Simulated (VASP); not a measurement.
A run of VASP 6.6.1 is set up as follows.

The input POSCAR:

```
LiCl
1.0
    0.0000000000      2.5335468708      2.5335468708
    2.5335468708      0.0000000000      2.5335468708
    2.5335468708      2.5335468708      0.0000000000
Li Cl
1 1
Direct
    0.0000000000      0.0000000000      0.0000000000
    0.5000000000      0.5000000000      0.5000000000
```

The input INCAR.step1:

```
SYSTEM = LiCl
PREC     = Accurate       ! precision mode
ENCUT    = 830            ! plane-wave cutoff, eV
ISMEAR   = 0              ! smearing method
SIGMA    = 0.02           ! smearing width, eV
LREAL    = .False.        ! projectors in reciprocal space
LASPH    = .True.         ! aspherical terms in the spheres
NELM     = 120            ! most SCF steps
NBANDS   = 12             ! bands
GGA      = PE             ! functional
ALGO     = Normal         ! electronic algorithm
EDIFF    = 1E-5           ! SCF threshold, eV
LWAVE    = .True.         ! write WAVECAR
LCHARG   = .False.        ! write CHGCAR
GGA_COMPAT= .False.
```

INCAR.step2

```
SYSTEM = LiCl
PREC     = Accurate       ! precision mode
ENCUT    = 830            ! plane-wave cutoff, eV
EDIFF    = 1E-6           ! SCF threshold, eV
ISMEAR   = 0              ! smearing method
SIGMA    = 0.02           ! smearing width, eV
LREAL    = .False.        ! projectors in reciprocal space
LASPH    = .True.         ! aspherical terms in the spheres
NELM     = 120            ! most SCF steps
ALGO     = Normal         ! electronic algorithm
ISIF     = 2              ! what is computed and relaxed
LWAVE    = .False.        ! write WAVECAR
LCHARG   = .False.        ! write CHGCAR
METAGGA  = R2SCAN         ! meta-GGA
LMIXTAU  = .True.       
NBANDS   = 12             ! bands
ISTART   = 1            
GGA_COMPAT= .False.
```

KPOINTS

```
regular mesh
0
Gamma
  8 8 8
  0 0 0
```

Potentials or basis: VASP PAW PBE potentials, release 64 (Li_sv, Cl).

Run with:

```console
$ cat potpaw_PBE.64/Li_sv/POTCAR potpaw_PBE.64/Cl/POTCAR > POTCAR
$ cp INCAR.step1 INCAR
$ mpirun -np 1 vasp_std > vasp.out
$ cp INCAR.step2 INCAR
$ mpirun -np 1 vasp_std > vasp.out
```

Estimate the band gap on the k mesh.

7.54 eV.

Estimate the pressure.

0.5 GPa.

Caveat: the cell differs from its parent crystal (strained); the PAW data sets were made with another functional, which shifts forces and pressure a little. A k mesh can miss the band edges.
